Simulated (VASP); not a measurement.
# Ga24CN23 (a cell with a defect) in VASP: single point with PBE

Aim: the single point of Ga24CN23 (a cell with a defect) with PBE.

Everything below comes from runs of VASP 6.6.1. Logs are shortened: lines on timing, memory, paths and dates and some standing lists are left out, and cuts for length are marked.

### Step 1. The cell of the first run

The cell holds a defect, 48 atoms: a = 8.302 Å, b = 8.302 Å, c = 8.302 Å, α = 84.36°, β = 84.36°, γ = 84.36°.

### Step 2. Single point, PBE

The input, INCAR:

```
SYSTEM = Ga24CN23
PREC = Accurate
ENCUT = 520
EDIFF = 1E-7
ISMEAR = 0
SIGMA = 0.01
LREAL = Auto
LASPH = .TRUE.
NELM = 60
ALGO = Normal
ISIF = 2
LWAVE = .FALSE.
LCHARG = .FALSE.
GGA = PE
NELECT = 432.0
NBANDS = 246
```

The input, KPOINTS:

```
Automatic mesh
0
Gamma
  2 2 2
  0.5 0.5 0.5
```

The input, POSCAR:

```
Ga24CN23
1.0
    3.2184289238     -5.5744824166     -5.2430304959
   -6.4368578476      0.0000000000     -5.2430304959
    3.2184289238      5.5744824166     -5.2430304959
Ga C N
24 1 23
Direct
    0.3347848730      0.5014515397      0.1681182064
    0.0004283037      0.1670949704      0.8337616370
    0.6669818229      0.3336970858      0.0001271464
    0.1667938131      0.8336484895      0.0003637525
    0.1670304192      0.3334604798      0.5003151562
    0.8329024497      0.0000996100      0.1678195079
    0.4992047233      0.6676855451      0.8320396661
    0.8334329433      0.5011528412      0.6662357830
    0.5010188784      0.1653729995      0.3325380566
    0.3344861745     -0.0004308836      0.6667662766
   -0.0012936672      0.6658713899      0.3343522117
    0.6648777193      0.8315443859      0.4982110526
    0.6648221705      0.5023465664      0.3338656017
    0.3339868383      0.1680592199     -0.0000013907
    0.0013925532      0.3333319426      0.1673201716
    0.5005322683      0.8314888371      0.1690132331
    0.5008577588      0.3348960686      0.6657671704
    0.1682294020     -0.0008994962      0.3341910921
    0.8324338371      0.6675244254      0.0015627353
    0.1666652760      0.5006535049      0.8347258865
    0.8345117417      0.1669173158      0.5006380851
    0.6673047518      0.0011784084      0.8335839824
    0.3356798998      0.6671989350      0.4981555038
    0.0002506491      0.8339714185      0.6678450751
    0.5408832110      0.7075498777      0.3742165444
    0.2082457528      0.3749124195      0.0415790862
    0.8763344027      0.5391802568      0.2067586849
    0.3734253516      0.0430010693      0.2058469235
    0.3725135902      0.5400920182      0.7096677360
    0.0422752078      0.2070364750      0.3748363023
    0.7090067433      0.8767295986      0.0392599389
    0.0403698083      0.7081696356      0.8756085412
    0.7100629320      0.3725932723      0.5423400766
    0.5415029690      0.2089418745      0.8737031416
    0.2059266056      0.8756734100      0.5433962653
    0.8752465431      0.0419132097      0.7085798764
    0.5413763011      0.3716578245      0.2064728960
    0.2080268724      0.0418627461      0.8746459855
    0.8751960795      0.2079793188      0.0413602058
    0.3731395626      0.7080429678      0.0383244912
    0.3751657686      0.2078484079      0.5408925903
    0.0411817413      0.8742259236      0.2084991019
    0.7075592569      0.5418324352      0.8745150746
    0.0413126521      0.3746935391      0.7085294128
    0.7099034711      0.0435309138      0.3755075056
    0.5421741723      0.8765701378      0.7101975805
    0.2049911579      0.5398062293      0.3747096344
    0.8768642472      0.7088408390      0.5432368044
```

Potentials or basis: VASP PAW PBE potentials, release 64 (Ga_d, C, N).

On the command line:

```
cat potpaw_PBE.64/Ga_d/POTCAR potpaw_PBE.64/C/POTCAR potpaw_PBE.64/N/POTCAR > POTCAR
mpirun -np 1 vasp_std > vasp.out
```

OUTCAR:

```text
SYSTEM = Ga24CN23
   PREC = Accurate
   ENCUT = 520
   EDIFF = 1E-7
   ISMEAR = 0
   LREAL = Auto
   LASPH = .TRUE.
   NELM = 60
   ISIF = 2
   GGA = PE
   NELECT = 432.0

 ion  position               nearest neighbor table
   1  0.335  0.501  0.168-  47 1.97  40 1.97  37 1.97  26 1.99
   2  0.000  0.167  0.834-  44 1.96  38 1.96  39 1.96  36 1.97
   3  0.667  0.334  0.000-  37 1.95  43 1.97  39 1.97  34 1.97
   4  0.167  0.834  0.000-  40 1.95  42 1.97  38 1.97  32 1.97
   5  0.167  0.333  0.500-  47 1.95  41 1.97  44 1.97  30 1.97
   6  0.833  0.000  0.168-  45 1.96  31 1.97  42 1.97  39 1.97
[... 40 lines left out ...]
  47  0.205  0.540  0.375-   5 1.95  11 1.96   1 1.97  23 2.00
  48  0.877  0.709  0.543-  24 1.96   8 1.96  11 1.97  12 1.99

  LATTYP: Found a trigonal (rhomboedric) cell.
 ALAT       =     8.3019580661
 COS(alpha) =     0.0982668729

  Lattice vectors:

 A1 = (   3.2184289238,  -5.5744824166,  -5.2430304959)
 A2 = (  -6.4368578476,   0.0000000000,  -5.2430304959)
 A3 = (   3.2184289238,   5.5744824166,  -5.2430304959)

Analysis of symmetry for initial positions (statically):
=====================================================================
 Subroutine PRICEL returns:
 Original cell was already a primitive cell.

 Routine SETGRP: Setting up the symmetry group for a
 trigonal (rhombohedral) supercell.

 Subroutine GETGRP returns: Found  3 space group operations
 (whereof  1 operations were pure point group operations)
 out of a pool of 12 trial point group operations.

The static configuration has the point symmetry C_1 .
 The point group associated with its full space group is C_3 .

Analysis of symmetry for dynamics (positions and initial velocities):
=====================================================================
 Subroutine PRICEL returns:
 Original cell was already a primitive cell.

 Routine SETGRP: Setting up the symmetry group for a
 trigonal (rhombohedral) supercell.

 Subroutine GETGRP returns: Found  3 space group operations
 (whereof  1 operations were pure point group operations)
 out of a pool of 12 trial point group operations.

The dynamic configuration has the point symmetry C_1 .
 The point group associated with its full space group is C_3 .

 Subroutine INISYM returns: Found  3 space group operations
 (whereof  1 operations are pure point group operations),
 and found     1 'primitive' translations

----------------------------------------------------------------------------------------

                                     Primitive cell

  volume of cell :     564.3936

  direct lattice vectors                    reciprocal lattice vectors
     3.218428924 -5.574482417 -5.243030496     0.051785101 -0.089694426 -0.063576463
    -6.436857848  0.000000000 -5.243030496    -0.103570202  0.000000000 -0.063576463
     3.218428924  5.574482417 -5.243030496     0.051785101  0.089694426 -0.063576463

  length of vectors
     8.301958066  8.301958066  8.301958066     0.121526760  0.121526760  0.121526760

  position of ions in fractional coordinates (direct lattice)
     0.334784873  0.501451540  0.168118206
     0.000428304  0.167094970  0.833761637
     0.666981823  0.333697086  0.000127146
     0.166793813  0.833648489  0.000363753
     0.167030419  0.333460480  0.500315156
     0.832902450  0.000099610  0.167819508
[... 40 lines left out ...]
     0.204991158  0.539806229  0.374709634
     0.876864247  0.708840839  0.543236804

  ion indices of the primitive-cell ions
   primitive index   ion index
                 1           1
                 2           2
                 3           3
                 4           4
                 5           5
                 6           6
[... 40 lines left out ...]
                47          47
                48          48

----------------------------------------------------------------------------------------

 KPOINTS: Automatic mesh

Automatic generation of k-mesh.
 Grid dimensions read from file:
 generate k-points for:    2    2    2

 Generating k-lattice:

  Cartesian coordinates                     Fractional coordinates (reciprocal lattice)
     0.025892550 -0.044847213 -0.031788231     0.500000000  0.000000000 -0.000000000
    -0.051785101  0.000000000 -0.031788231     0.000000000  0.500000000  0.000000000
     0.025892550  0.044847213 -0.031788231    -0.000000000  0.000000000  0.500000000

  Length of vectors
     0.060763380  0.060763380  0.060763380

  Shift w.r.t. Gamma in fractional coordinates (k-lattice)
     0.500000000  0.500000000  0.500000000

 Subroutine IBZKPT returns following result:
 ===========================================

 Found      2 irreducible k-points:

 Following reciprocal coordinates:
            Coordinates               Weight
  0.250000  0.250000  0.250000      2.000000
 -0.250000  0.250000  0.250000      6.000000
   k-points           NKPTS =      2   k-points in BZ     NKDIM =      2   number of bands    NBANDS=    246
   number of dos      NEDOS =    301   number of ions     NIONS =     48
   total plane-waves  NPLWV = 262144
   dimension x,y,z NGX =    64 NGY =   64 NGZ =   64
   dimension x,y,z NGXF=   128 NGYF=  128 NGZF=  128
   ions per type =              24   1  23
   NGX,Y,Z   is equivalent  to a cutoff of  12.82, 12.82, 12.82 a.u.
   NGXF,Y,Z  is equivalent  to a cutoff of  25.63, 25.63, 25.63 a.u.
 SYSTEM =  Ga24CN23
   PREC   = accura    normal or accurate (medium, high low for compatibility)
   ISTART =      0    job   : 0-new  1-cont  2-samecut
   ICHARG =      2    charge: 1-file 2-atom 10-const
   ISPIN  =      1    spin polarized calculation?
   LNONCOLLINEAR =      F non collinear calculations
   LSORBIT =      F    spin-orbit coupling
   LASPH  =      T    aspherical Exc in radial PAW
   ENCUT  =  520.0 eV  38.22 Ry    6.18 a.u.  15.44 15.44 15.44*2*pi/ulx,y,z
   NELM   =     60;   NELMIN=  2; NELMDL= -5     # of ELM steps
   EDIFF  = 0.1E-06   stopping-criterion for ELM
   LREAL  =      T    real-space projection
   EDIFFG = 0.1E-05   stopping-criterion for IOM
   NSW    =      0    number of steps for IOM
   IBRION =     -1    ionic relax: 0-MD 1-quasi-New 2-CG
   NFREE  =      0    steps in history (QN), initial steepest desc. (CG)
   ISIF   =      2    stress and relaxation
   ISYM   =      2    0-nonsym 1-usesym 2-fastsym
   POTIM  = 0.5000    time-step for ionic-motion
   TEBEG  =    0.0;   TEEND  =   0.0 temperature during run
   PSTRESS=    0.0 pullay stress
   NELECT =     432.0000    total number of electrons
   NUPDOWN=      -1.0000    fix difference up-down
   EMIN   =  10.00;   EMAX   =-10.00  energy-range for DOS
   EFERMI =   0.00;   METHOD = LEGACY
   ISMEAR =     0;   SIGMA  =   0.01  broadening in eV -4-tet -1-fermi 0-gaus
   EFERMI_NEDOS =   21; number of points for ismear=-14 and -15
   IALGO  =     38    algorithm
   IMIX   =      4    mixing-type and parameters
     AMIX     =   0.40;   BMIX     =  1.00
     AMIX_MAG =   1.60;   BMIX_MAG =  1.00
  volume/ion in A,a.u.               =      11.76        79.35
  Fermi-wavevector in a.u.,A,eV,Ry     =   1.497529  2.829920 30.512351  2.242595
  Thomas-Fermi vector in A             =   2.609406
   LORBIT       =      0    0 simple, 1 ext, 2 COOP (PROOUT), +10 PAW based schemes
   GGA     = PE    functional components
   LHFCALC =     F    Hartree Fock is set to
   AEXX    =    0.0000 exact exchange contribution
   IVDW    =     0    specifies the selected vdW correction
   LEPSILON=     F    determine dielectric tensor
   LRPA    =     F    only Hartree local field effects (RPA)
 non-spin polarized calculation
 Gauss-broadening in eV      SIGMA  =   0.01
  energy-cutoff  :      520.00
  volume of cell :      564.39
 maximum number of plane-waves:     15214
 NGX is ok and might be reduce to    64
   NGX = 31   NGY = 31   NGZ = 31

 number of electron     432.0000036 magnetization

 Free energy of the ion-electron system (eV)
  ---------------------------------------------------
  ext. energy  EPLUGINS =         0.00000000
  ---------------------------------------------------
  free energy    TOTEN  =      -284.17046384 eV

  energy without entropy =     -284.17046384  energy(sigma->0) =     -284.17046384

 E-fermi :   5.2697     XC(G=0): -11.5436

 val. band max:        5.1638644762   @ k =   0.2500   0.2500   0.2500
 cond. band min:       8.0528466228   @ k =   0.2500   0.2500   0.2500
 fundamental gap:      2.8889821466
 Fermi energy:         5.2696598618

 k-point     1 :       0.2500    0.2500    0.2500
  band No.  band energies     occupation
      1     -10.5689      2.00000
      2     -10.1802      2.00000
      3     -10.1688      2.00000
      4     -10.1353      2.00000
      5     -10.0105      2.00000
      6      -9.9813      2.00000
[... 220 lines left out ...]
    227      10.0566      0.00000
    228      10.1569      0.00000

 k-point     2 :      -0.2500    0.2500    0.2500
  band No.  band energies     occupation
      1     -10.5347      2.00000
      2     -10.2127      2.00000
      3     -10.1818      2.00000
      4     -10.1525      2.00000
      5     -10.0271      2.00000
      6      -9.9958      2.00000
[... 220 lines left out ...]
    227      10.1864      0.00000
    228      10.2034      0.00000
 [bands above 228 left out]

------------------------ aborting loop because EDIFF is reached ----------------------------------------

  FORCE on cell =-STRESS in cart. coord.  units (eV):
  Direction    XX          YY          ZZ          XY          YZ          ZX
  --------------------------------------------------------------------------------------
  -------------------------------------------------------------------------------------
  Total       13.7660602     13.7660602     14.2022395      0.0000001      0.0000000      0.0000000
  in kB       39.0785230     39.0785230     40.3167307      0.0000002      0.0000000      0.0000000
  external PRESSURE =      39.4912589 kB  Pullay stress =       0.0000000 kB

 VOLUME and BASIS-vectors are now :
 -----------------------------------------------------------------------------
  energy-cutoff  :      520.00
  volume of cell :      564.39
      direct lattice vectors                 reciprocal lattice vectors
     3.218428924 -5.574482417 -5.243030496     0.051785101 -0.089694426 -0.063576463
    -6.436857848  0.000000000 -5.243030496    -0.103570202  0.000000000 -0.063576463
     3.218428924  5.574482417 -5.243030496     0.051785101  0.089694426 -0.063576463

 POSITION                                       TOTAL-FORCE (eV/Angst)
 -----------------------------------------------------------------------------------
     -1.60921     -0.92908     -5.26586         0.000000      0.000000      0.003237
      1.60921      4.64540     -5.24977         0.000000      0.000000      0.015223
     -0.00092     -3.71737     -5.24726        -0.002598      0.002713      0.010737
     -4.82809     -0.92776     -5.24726         0.003649      0.000894      0.010737
      0.00137      1.85789     -5.24726        -0.001050     -0.003607      0.010737
      3.22011     -3.70749     -5.24734         0.003529      0.001949      0.011624
[... 40 lines left out ...]
     -1.60893      0.94609     -5.86961         0.000129      0.007648     -0.004205
      0.00779     -1.85980    -11.16211         0.001834     -0.001432     -0.017351
 -----------------------------------------------------------------------------------
    total drift:                               -0.000447     -0.000406      0.021697

  FREE ENERGIE OF THE ION-ELECTRON SYSTEM (eV)
  ---------------------------------------------------
  free  energy   TOTEN  =      -284.1704638447 eV

  energy  without entropy=     -284.1704638447  energy(sigma->0) =     -284.17046384
```

It took 16 min on 1 thread of Intel Xeon Platinum 8488C (Sapphire Rapids), shared host; peak memory 0.67 GiB.

Results:

* Free energy: -284.1705 eV
* Largest force: 0.037 eV/Å

Forces on the atoms (eV/Å):
```
Ga   0.000  0.000  0.003
Ga   0.000  0.000  0.015
Ga  -0.003  0.003  0.011
Ga   0.004  0.001  0.011
Ga  -0.001 -0.004  0.011
Ga   0.004  0.002  0.012
Ga  -0.002  0.000  0.011
Ga  -0.003  0.002  0.012
Ga   0.000 -0.002  0.011
Ga   0.000 -0.004  0.012
Ga   0.001  0.001  0.011
Ga   0.000  0.000  0.037
Ga  -0.030  0.017 -0.006
Ga   0.000 -0.001  0.004
Ga   0.000  0.000  0.004
Ga   0.030  0.018 -0.006
Ga   0.000 -0.001  0.003
Ga   0.001  0.000  0.003
Ga  -0.001  0.000  0.003
Ga   0.000  0.000  0.004
Ga   0.000  0.000  0.009
Ga  -0.001  0.000  0.009
Ga   0.000 -0.035 -0.006
Ga   0.000  0.001  0.009
C    0.000  0.000  0.005
N    0.000  0.000 -0.006
N    0.006 -0.007 -0.007
N   -0.009 -0.001 -0.007
N    0.003  0.009 -0.007
N   -0.002  0.000 -0.007
N   -0.005 -0.006 -0.009
N    0.001 -0.001 -0.007
N    0.008 -0.001 -0.009
N    0.001  0.001 -0.007
N   -0.003  0.007 -0.009
N    0.000  0.000 -0.010
N    0.007 -0.004 -0.004
N   -0.002  0.001 -0.007
N    0.000 -0.002 -0.007
N   -0.007 -0.004 -0.004
N    0.000  0.003 -0.006
N   -0.002 -0.001 -0.006
N    0.002 -0.001 -0.006
N    0.002  0.001 -0.007
N   -0.002 -0.001 -0.017
N    0.000  0.002 -0.017
N    0.000  0.008 -0.004
N    0.002 -0.001 -0.017
```

Levels at points of the mesh, in eV from the Fermi level:
| k point | band 214 | band 215 | band 216 | band 217 | band 218 | band 219 |
| --- | --- | --- | --- | --- | --- | --- |
| (0.25, 0.25, 0.25) | -0.47 | -0.14 | -0.11 | 2.78 | 3.89 | 3.91 |

Caveat: the cell carries a net charge on a neutralising background, which shifts energy and pressure; the cell is charged against a uniform background, so pressure and absolute levels hang on convention.
